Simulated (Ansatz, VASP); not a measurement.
WSe2 in VASP and in Ansatz

The input INCAR:

```
SYSTEM = WSe2
  ALGO = Normal
  EDIFF = 1E-6
  EDIFFG = -0.005
  ENCUT = 600
  GGA = PE
  IBRION = 2
  ISIF = 3
  ISMEAR = 0
  IVDW = 12
  LASPH = .True.
  LCHARG = .False.
  LREAL = .False.
  LWAVE = .False.
  NELM = 60
  NSW = 100
  PREC = Accurate
  SIGMA = 0.02
```

File KPOINTS:

```
k-points
0
Gamma
  12 12 2
  0 0 0
```

The input POSCAR:

```
WSe2
1.0
    3.2788614501      0.0000000000      0.0000000000
   -1.6394307250      2.8395773113      0.0000000000
    0.0000000000      0.0000000000     19.8076873169
W Se
3 6
Direct
    0.6666666667      0.3333333333      0.0000000000
    0.3333333333      0.6666666667      0.6769338525
    0.3333333333      0.6666666667      0.3230661475
    0.3333333333      0.6666666667      0.0850398707
    0.6666666667      0.3333333333      0.7620049391
    0.6666666667      0.3333333333      0.4081240016
    0.3333333333      0.6666666667      0.9149601293
    0.6666666667      0.3333333333      0.5918759984
    0.6666666667      0.3333333333      0.2379950609
```

Input for Ansatz:

```yaml
crystal:
  lattice:
    - [3.2788614501, 0.0, 0.0]
    - [-1.639430725, 2.8395773113, 0.0]
    - [0.0, 0.0, 19.8076873169]
  atoms:
    - { symbol: W, position: [0.6666666667, 0.3333333333, 0.0] }
    - { symbol: W, position: [0.3333333333, 0.6666666667, 0.6769338525] }
    - { symbol: W, position: [0.3333333333, 0.6666666667, 0.3230661475] }
    - { symbol: Se, position: [0.3333333333, 0.6666666667, 0.0850398707] }
    - { symbol: Se, position: [0.6666666667, 0.3333333333, 0.7620049391] }
    - { symbol: Se, position: [0.6666666667, 0.3333333333, 0.4081240016] }
    - { symbol: Se, position: [0.3333333333, 0.6666666667, 0.9149601293] }
    - { symbol: Se, position: [0.6666666667, 0.3333333333, 0.5918759984] }
    - { symbol: Se, position: [0.6666666667, 0.3333333333, 0.2379950609] }
basis:
  ecutwfc: 420
kpoints:
  mp_grid: { grid: [12, 12, 2] }
hamiltonian:
  xc: pbe
  dispersion: d3bj
scf:
  occupations: { method: gaussian, width: 0.02 }
output:
  forces: true
  stress: true
  eigenvalues: true
  write_density: true
  write_potential: true
  elf: true
  volumetric_format: npy
relax:
  adjacent_minimum: "off"
  f_tol: 0.005
  max_steps: 80
  cell: { stress_tol: 0.05 }
```

Alike in both runs: task relaxation of cell and atoms; functional PBE; dispersion D3(BJ); k mesh 12 × 12 × 2; occupations gaussian, width 0.02 eV; no spin polarisation.

|  | VASP | Ansatz |
| --- | --- | --- |
| version | VASP 6.6.1 | Ansatz 0.2.0 |
| potentials or method | VASP PAW PBE potentials, release 64 (W_sv, Se), cutoff 600 eV | scalar-relativistic, plane waves, PAW |
| valence electrons in the cell | 78 | 138 |

Ansatz gave:

```
gap on the k mesh at the Fermi level, each at its own relaxed structure (eV) : 0.97
relaxed volume (Å³/atom)                                                     : 20.48
relaxed length of the cell vector where the two differ most in proportion (Å)              : 19.787
```

**Question.** Estimate VASP's values.

**Answer.** gap on the k mesh at the Fermi level, each at its own relaxed structure (eV): 0.98; relaxed volume (Å³/atom): 20.53; relaxed length of the cell vector where the two differ most in proportion (Å): 19.821.

VASP's potentials hold 78 valence electrons a cell and Ansatz's 138, so a difference there can come from the potentials and not from the codes.

Spin-orbit coupling is off throughout.
